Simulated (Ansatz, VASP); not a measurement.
Sb in VASP and in Ansatz

Contents of INCAR:

```
SYSTEM = Sb
ALGO = Normal
EDIFF = 1E-8
ENCUT = 520
GGA = PE
ISIF = 2
ISMEAR = -1
LASPH = .TRUE.
LCHARG = .FALSE.
LEFG = .TRUE.
LREAL = .FALSE.
LWAVE = .FALSE.
NBANDS = 12
NELM = 60
PREC = Accurate
SIGMA = 0.05
```

The input KPOINTS:

```
k-points
0
G
  9 9 9
  0 0 0
```

Contents of POSCAR:

```
Sb
1.0
    2.1577452361      1.2457747929      3.7564386296
   -2.1577452361      1.2457747929      3.7564386296
    0.0000000000     -2.4915495857      3.7564386296
Sb
2
Direct
    0.2336400000      0.2336400000      0.2336400000
    0.7663600000      0.7663600000      0.7663600000
```

Input for Ansatz:

```yaml
crystal:
  lattice:
    - [2.1577452361, 1.2457747929, 3.7564386296]
    - [-2.1577452361, 1.2457747929, 3.7564386296]
    - [0.0, -2.4915495857, 3.7564386296]
  atoms:
    - { symbol: Sb, position: [0.23364, 0.23364, 0.23364] }
    - { symbol: Sb, position: [0.76636, 0.76636, 0.76636] }
kpoints:
  mp_grid: { grid: [9, 9, 9] }
scf:
  occupations: { method: fermi_dirac, width: 0.05 }
hamiltonian:
  xc: pbe
  pseudopotentials: { kind: paw }
output:
  forces: true
  stress: true
  eigenvalues: true
  efg: { contact_densities: true }
  write_density: true
  write_potential: true
  elf: true
  volumetric_format: npy
```

Change from the starting cell: volume scaled by 1.01, PAW files.

Alike in both runs: task electric field gradients; functional PBE; k mesh 9 × 9 × 9; occupations fermi-dirac, width 0.05 eV; no spin polarisation.

|  | VASP | Ansatz |
| --- | --- | --- |
| version | VASP 6.6.1 | Ansatz 0.2.0 |
| potentials or method | VASP PAW PBE potentials, release 64 (Sb) | PAW with Ansatz's default frozen-core files, scalar-relativistic |
| plane-wave cutoff (eV) | 520 | 420 |
| valence electrons in the cell | 10 | 30 |

```tsv
	VASP	Ansatz	Ansatz less VASP
pressure (GPa)	2.6	2.5	-0.07
traceless stress, the component that is largest in VASP (GPa)	-0.29	-0.25	+0.035
rms of the force components (eV/Å)	0.109	0.085	-0.0247
size of Vzz on the site where it differs most (V/Å²)	46.0	50.0	+4.03
```

Atom by atom the forces differ by 0.025 eV/Å (rms over components). The functional is the same, so the differences come from potentials, cutoffs and numerics. VASP's potentials hold 10 valence electrons a cell and Ansatz's 30, so a difference there can come from the potentials and not from the codes.

Neither program's run includes spin-orbit coupling.
